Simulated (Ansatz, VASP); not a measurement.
## Two plane-wave programs on Si6N

```
Si N
1.0
     2.51503    1.45205    4.11357
    -2.51503    1.45205    4.11357
     0.00000   -2.90411    4.11357
Si N
6 1
Direct
  0.72063 0.46532 0.07428
  0.27937 0.53468 0.92572
  0.46532 0.07428 0.72063
  0.07428 0.72063 0.46532
  0.53468 0.92572 0.27937
  0.92572 0.27937 0.53468
  0.00000 0.00000 0.00000
```

Change from the starting cell: species swapped into the WCl6 type (R-3, No. 148).

Alike in both runs: functional PBE; k mesh 6 × 6 × 6; occupations gaussian, width 0.1 eV; no spin polarisation.

Ansatz relaxed the structure, and its values are those at the end. VASP's run is a single point on that final structure, the one shown.

|  | VASP | Ansatz |
| --- | --- | --- |
| version | VASP 6.6.1 | Ansatz 0.2.0 |
| potentials or method | VASP PAW PBE potentials, release 64 (Si, N), cutoff 520 eV | scalar-relativistic, plane waves, PAW |
| valence electrons in the cell | 29 | 29 |

Ansatz gave:

* gap on the k mesh at the Fermi level (eV): none
* pressure (GPa): 0.0
* rms of the force components (eV/Å): 0.005

Question: Which values does VASP return?

Answer: gap on the k mesh at the Fermi level (eV): none; pressure (GPa): 0.0; rms of the force components (eV/Å): 0.006.

A gap of «none» marks a metal or a gap that the smearing closes.
